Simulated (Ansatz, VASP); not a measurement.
# One calculation of Zr3H, two programs

The input INCAR:

```
  PREC = Accurate
  ENCUT = 600
  EDIFF = 1E-6
  ISMEAR = 0
  SIGMA = 0.1
  LREAL = False
  LASPH = True
  NELM = 80
  ALGO = Normal
  ISIF = 3
  LWAVE = False
  LCHARG = False
  GGA = PE
  IBRION = 2
  NSW = 100
  EDIFFG = -0.01
```

KPOINTS

```
Automatic mesh
0
Gamma
  12 12 6
```

Contents of POSCAR:

```
Zr3H
1.0
    3.2567752043      0.0000000000      0.0000000000
   -1.6283876021      2.8204500613      0.0000000000
    0.0000000000      0.0000000000      8.0409579400
Zr H
3 1
Direct
    0.0000000000      0.0000000000      0.9901969271
    0.3333333333      0.6666666667      0.3460390551
    0.6666666667      0.3333333333      0.6683542227
    0.0000000000      0.0000000000      0.2454097952
```

Input for Ansatz:

```yaml
crystal:
  lattice:
    - [3.2567752043, 0.0, 0.0]
    - [-1.6283876021, 2.8204500613, 0.0]
    - [0.0, 0.0, 8.04095794]
  atoms:
    - { symbol: Zr, position: [0.0, 0.0, 0.9901969271] }
    - { symbol: Zr, position: [0.3333333333, 0.6666666667, 0.3460390551] }
    - { symbol: Zr, position: [0.6666666667, 0.3333333333, 0.6683542227] }
    - { symbol: H, position: [0.0, 0.0, 0.2454097952] }
basis:
  ecutwfc: 420
kpoints:
  mp_grid: { grid: [12, 12, 6] }
hamiltonian:
  xc: pbe
scf:
  occupations: { method: gaussian, width: 0.1 }
output:
  forces: true
  stress: true
  eigenvalues: true
relax:
  adjacent_minimum: "off"
  f_tol: 0.01
  max_steps: 80
  cell: { stress_tol: 0.05 }
```

Alike in both runs: task relaxation of cell and atoms; functional PBE; k mesh 12 × 12 × 6; occupations gaussian, width 0.1 eV; no spin polarisation.

|  | VASP | Ansatz |
| --- | --- | --- |
| version | VASP 6.6.1 | Ansatz 0.2.0 |
| potentials or method | VASP PAW PBE potentials, release 64 (Zr_sv, H), cutoff 600 eV | scalar-relativistic, plane waves, PAW |
| valence electrons in the cell | 37 | 37 |

Ansatz gave:

```
gap on the k mesh at the Fermi level, each at its own relaxed structure (eV)  : none
relaxed volume (Å³/atom)                                                      : 18.43
relaxed length of the cell vector where the two differ most in proportion (Å) : 3.257
```

Question: What did VASP give for the same quantities?

Answer: gap on the k mesh at the Fermi level, each at its own relaxed structure (eV): none; relaxed volume (Å³/atom): 18.44; relaxed length of the cell vector where the two differ most in proportion (Å): 3.259.

A gap of «none» marks a metal or a gap that the smearing closes.
